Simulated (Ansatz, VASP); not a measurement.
## CO: VASP beside Ansatz

```xyz
16
Lattice="0.0000 -5.9526 0.0000 0.0000 0.0000 -5.9526 11.9053 -5.4568 5.4568" Properties=species:S:1:pos:R:3 pbc="T T T"
C     1.2777   -0.2104   -0.2104
C     7.2304   -0.2104   -0.2104
C    10.6276   -5.7422   -3.1868
C     4.6749   -5.7422   -3.1868
C    10.2067   -2.7659   -5.7422
C     4.2540   -2.7659   -5.7422
C     7.6512   -3.1868   -2.7659
C     1.6986   -3.1868   -2.7659
O     7.8843   -5.5091   -5.5091
O     1.9317   -5.5091   -5.5091
O     9.9736   -0.4435   -2.5328
O     4.0209   -0.4435   -2.5328
O    10.8607   -3.4199   -0.4435
O     4.9080   -3.4199   -0.4435
O     1.0446   -2.5328   -3.4199
O     6.9973   -2.5328   -3.4199
```

Alike in both runs: task single point; functional PBEsol; k mesh 4 × 4 × 2; occupations gaussian, width 0.05 eV; no spin polarisation.

```csv
,VASP,Ansatz
version,VASP 6.6.1,Ansatz 0.2.0
potentials or method,"VASP PAW PBE potentials, release 64 (C, O), cutoff 520 eV","scalar-relativistic, plane waves, PAW"
valence electrons in the cell,80,80
```

```csv
,VASP,Ansatz,Ansatz less VASP
gap on the k mesh at the Fermi level (eV),6.12,6.12,+0.003
least direct gap on the mesh (eV),6.13,6.13,+0.002
pressure (GPa),1.1,0.1,-1.05
rms of the force components (eV/Å),0.603,0.011,-0.5927
```

VASP's potentials were made for PBE, not for PBEsol. Atom by atom the forces differ by 0.600 eV/Å (rms over components). One of these differences is far larger than is usual between the two programs; its cause wasn't traced. With one functional, cell and mesh, what is left measures potentials, basis and numerics.

Noted on VASP's run: the standard files for N, O and F lose accuracy on very short bonds.
